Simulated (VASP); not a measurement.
A run of VASP 6.6.1 is set up as follows.

Contents of INCAR:

```
SYSTEM = NiSb
  PREC = Accurate
  ENCUT = 520
  EDIFF = 1E-6
  ISMEAR = 0
  SIGMA = 0.1
  LREAL = .False.
  LASPH = .True.
  NELM = 60
  ALGO = Normal
  ISIF = 2
  LWAVE = .False.
  LCHARG = .True.
  GGA = PE
  LELF = .True.
  LVHAR = .True.
  NBANDS = 23
```

Contents of KPOINTS:

```
Automatic mesh
0
Gamma
  12 12 8
  0 0 0
```

Contents of POSCAR:

```
NiSb
1.0
    3.8945030052      0.0000000000      0.0000000000
   -1.9472515026      3.3727385376      0.0000000000
    0.0000000000      0.0000000000      5.0515775754
Ni Sb
2 2
Direct
    0.0000000000      0.0000000000      0.0000000000
    0.0000000000      0.0000000000      0.5000000000
    0.3333333333      0.6666666667      0.2500000000
    0.6666666667      0.3333333333      0.7500000000
```

Potentials or basis: VASP PAW PBE potentials, release 64 (Ni, Sb).

The run is started by

```console
$ cat potpaw_PBE.64/Ni/POTCAR potpaw_PBE.64/Sb/POTCAR > POTCAR
$ mpirun -np 1 vasp_std > vasp.out
```

Task: Predict the pressure.

Result: 7.9 GPa.

Task: Predict the band gap on the k mesh.

Result: Zero (bands 15 and 16 overlap by 3.50 eV).

Stress tensor (GPa, compression positive):
```
7.87 0.00 0.00
0.00 7.87 0.00
0.00 0.00 7.98
```

Caveat: the cell stands under pressure; spin-orbit coupling is left out, which moves the levels of the heavy elements. Spin polarisation is off, so any magnetic state and its effect on volume and gap are missing.
